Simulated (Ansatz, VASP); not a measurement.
**Two plane-wave programs on LiH**

The input POSCAR:

```
LiH
1.0
    3.2548234129      0.0000000001      0.0000000000
   -1.6274117065      2.8187597604      0.0000000000
    0.0000000000      0.0000000000      4.0690682529
Li H
2 2
Direct
    0.3333333333      0.6666666667      0.2500000000
    0.6666666667      0.3333333333      0.7500000000
    0.6666666667      0.3333333333      0.2500000000
    0.3333333333      0.6666666667      0.7500000000
```

The input INCAR.step1:

```
SYSTEM = LiH
PREC = Accurate ; ENCUT = 520
ISMEAR = 0 ; SIGMA = 0.01
LREAL = .FALSE. ; LASPH = .TRUE.
NELM = 60 ; NBANDS = 12
GGA = PE ; ALGO = Normal
EDIFF = 1E-4 ; LWAVE = .TRUE.
LCHARG = .FALSE.
```

The input INCAR.step2:

```
SYSTEM = LiH
PREC = Accurate ; ENCUT = 520
EDIFF = 1E-6 ; ISMEAR = 0
SIGMA = 0.01 ; LREAL = .FALSE.
LASPH = .TRUE. ; NELM = 60
ALGO = Normal ; ISIF = 2
LWAVE = .FALSE. ; LCHARG = .TRUE.
METAGGA = R2SCAN ; LMIXTAU = .TRUE.
LELF = .TRUE. ; LVHAR = .TRUE.
NBANDS = 12 ; ISTART = 1
```

The input KPOINTS:

```
Automatic mesh
0
G
  12 12 6
  0 0 0
```

Input for Ansatz:

```yaml
crystal:
  lattice:
    - [3.2548234129, 1.0e-10, 0.0]
    - [-1.6274117065, 2.8187597604, 0.0]
    - [0.0, 0.0, 4.0690682529]
  atoms:
    - { symbol: Li, position: [0.3333333333, 0.6666666667, 0.25] }
    - { symbol: Li, position: [0.6666666667, 0.3333333333, 0.75] }
    - { symbol: H, position: [0.6666666667, 0.3333333333, 0.25] }
    - { symbol: H, position: [0.3333333333, 0.6666666667, 0.75] }
kpoints:
  mp_grid: { grid: [12, 12, 6] }
  band_path:
    path:
      - [0.0, 0.0, 0.0]
      - [0.5, 0.0, 0.0]
      - [0.3333333333, 0.3333333333, 0.0]
      - [0.0, 0.0, 0.5]
      - [0.5, 0.0, 0.5]
      - [0.3333333333, 0.3333333333, 0.5]
    npoints: 1
hamiltonian:
  xc: r2scan
scf:
  occupations: { method: fixed }
  n_extra_bands: 5
output:
  forces: true
  stress: true
  eigenvalues: true
```

Alike in both runs: task single point; functional r2SCAN; k mesh 12 × 12 × 6; no spin polarisation.

```csv
,VASP,Ansatz
version,VASP 6.6.1,Ansatz 0.2.0
potentials or method,"VASP PAW PBE potentials, release 64 (Li_sv, H)","plane waves, PAW"
plane-wave cutoff (eV),520,500
occupations,"gaussian, width 0.01 eV",fixed
valence electrons in the cell,8,8
```

|  | VASP | Ansatz | Ansatz less VASP |
| --- | --- | --- | --- |
| gap on the k mesh at the Fermi level (eV) | 2.30 | 2.34 | +0.043 |

VASP's potentials were made for PBE, not for r2SCAN.

Noted on VASP's run: the cutoff is under 1.25 times that of the potentials, so the pressure is a little rough.
